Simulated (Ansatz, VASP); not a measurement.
Y3F2 in VASP and in Ansatz

```xyz
5
Lattice="4.1316 0.0000 0.0000 0.0000 4.3672 0.0000 0.0000 0.0000 6.3960" Properties=species:S:1:pos:R:3 pbc="T T T"
Y     2.0658    2.1836    1.6804
Y     2.0658    2.1836    4.7156
Y     0.0000    0.0000    0.0000
F     3.4741    0.0000    3.1980
F     0.6575    0.0000    3.1980
```

Alike in both runs: task relaxation of cell and atoms; functional PBE; k mesh 4 × 4 × 3; occupations gaussian, width 0.2 eV; no spin polarisation.

|  | VASP | Ansatz |
| --- | --- | --- |
| version | VASP 6.6.1 | Ansatz 0.2.0 |
| potentials or method | VASP PAW PBE potentials, release 64 (Y_sv, F), cutoff 600 eV | scalar-relativistic, plane waves, PAW |
| valence electrons in the cell | 47 | 47 |

Ansatz gave:

| Quantity | Value |
| --- | --- |
| gap on the k mesh at the Fermi level, each at its own relaxed structure (eV) | none |
| relaxed volume (Å³/atom) | 23.38 |
| relaxed cell length with the largest relative difference (Å) | 5.551 |

Task: What did VASP give for the same quantities?

Result: gap on the k mesh at the Fermi level, each at its own relaxed structure (eV): none; relaxed volume (Å³/atom): 22.75; relaxed cell length with the largest relative difference (Å): 5.284.

A gap of «none» marks a metal or a gap that the smearing closes. One of these differences is far larger than is usual between the two programs; its cause wasn't traced.

The k mesh is coarse, so the values compare programs but aren't converged.
